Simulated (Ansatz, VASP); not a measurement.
# KF: VASP beside Ansatz

Contents of INCAR:

```
SYSTEM = KF
PREC = Accurate
ENCUT = 520
EDIFF = 1E-6
ISMEAR = 0
SIGMA = 0.05
LREAL = .FALSE.
LASPH = .TRUE.
NELM = 80
ALGO = Normal
ISIF = 2
LWAVE = .FALSE.
LCHARG = .TRUE.
GGA = CA
LELF = .TRUE.
LVHAR = .TRUE.
NBANDS = 15
```

The input KPOINTS:

```
Automatic mesh
0
G
  8 8 8
  0 0 0
```

Contents of POSCAR:

```
KF
1.0
   -0.0804107016      2.4858882863      2.4858882863
    2.4858882863     -0.0804107016      2.4858882863
    2.4858882863      2.4858882863     -0.0804107016
K F
1 1
Direct
    0.0000000000      0.0000000000      0.0000000000
    0.5000000000      0.5000000000      0.5000000000
```

Input for Ansatz:

```yaml
crystal:
  lattice:
    - [-0.0804107016, 2.4858882863, 2.4858882863]
    - [2.4858882863, -0.0804107016, 2.4858882863]
    - [2.4858882863, 2.4858882863, -0.0804107016]
  atoms:
    - { symbol: K, position: [0.0, 0.0, 0.0] }
    - { symbol: F, position: [0.5, 0.5, 0.5] }
basis:
  ecutwfc: 520.0
kpoints:
  mp_grid: { grid: [8, 8, 8] }
hamiltonian:
  xc: lda
scf:
  occupations: { method: gaussian, width: 0.05 }
output:
  forces: true
  stress: true
  eigenvalues: true
```

Alike in both runs: task single point; functional LDA; k mesh 8 × 8 × 8; occupations gaussian, width 0.05 eV; no spin polarisation.

```csv
,VASP,Ansatz
version,VASP 6.6.1,Ansatz 0.2.0
potentials or method,"VASP PAW LDA potentials, release 64 (K_sv, F), cutoff 520 eV","scalar-relativistic, plane waves, PAW"
valence electrons in the cell,16,16
```

Ansatz gave:

```
gap on the k mesh at the Fermi level (eV)                     : 6.73
least direct gap on the mesh (eV)                             : 6.73
pressure (GPa)                                                : 3.3
traceless stress, the component that is largest in VASP (GPa) : 0.32
```

Q: Estimate VASP's values.

A: gap on the k mesh at the Fermi level (eV): 6.71; least direct gap on the mesh (eV): 6.71; pressure (GPa): 3.7; traceless stress, the component that is largest in VASP (GPa): 0.30.

LDA's correlation is that of Perdew and Zunger in VASP and of Perdew and Wang (1992) in Ansatz.
